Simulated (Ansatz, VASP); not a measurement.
## TeS2F2 in VASP and in Ansatz

```
Te S F
1.0
     4.19836    0.00000    0.00000
    -2.09918    3.63589    0.00000
     0.00000    0.00000    8.41376
Te S F
1 2 2
Direct
  0.00000 0.00000 0.00000
  0.00000 0.00000 0.26145
  0.00000 0.00000 0.73855
  0.33333 0.66667 0.00000
  0.66667 0.33333 0.00000
```

Alike in both runs: functional PBE; k mesh 12 × 12 × 4; occupations gaussian, width 0.02 eV; no spin polarisation.

Ansatz relaxed the structure, and its values are those at the end. VASP's run is a single point on that final structure, the one shown.

```csv
,VASP,Ansatz
version,VASP 6.6.1,Ansatz 0.2.0
potentials or method,"VASP PAW PBE potentials, release 64 (Te, S, F), cutoff 520 eV","scalar-relativistic, plane waves, PAW"
valence electrons in the cell,32,42
```

Ansatz gave:

```
gap on the k mesh at the Fermi level (eV) : 0.35
least direct gap on the mesh (eV)         : 0.35
pressure (GPa)                            : 0.0
rms of the force components (eV/Å)        : 0.001
```

Problem. Estimate VASP's values.

Solution. gap on the k mesh at the Fermi level (eV): 0.37; least direct gap on the mesh (eV): 0.37; pressure (GPa): -0.3; rms of the force components (eV/Å): 0.019.

With one functional, cell and mesh, what is left measures potentials, basis and numerics. VASP's potentials hold 32 valence electrons a cell and Ansatz's 42, so a difference there can come from the potentials and not from the codes.

Spin-orbit coupling is off throughout.
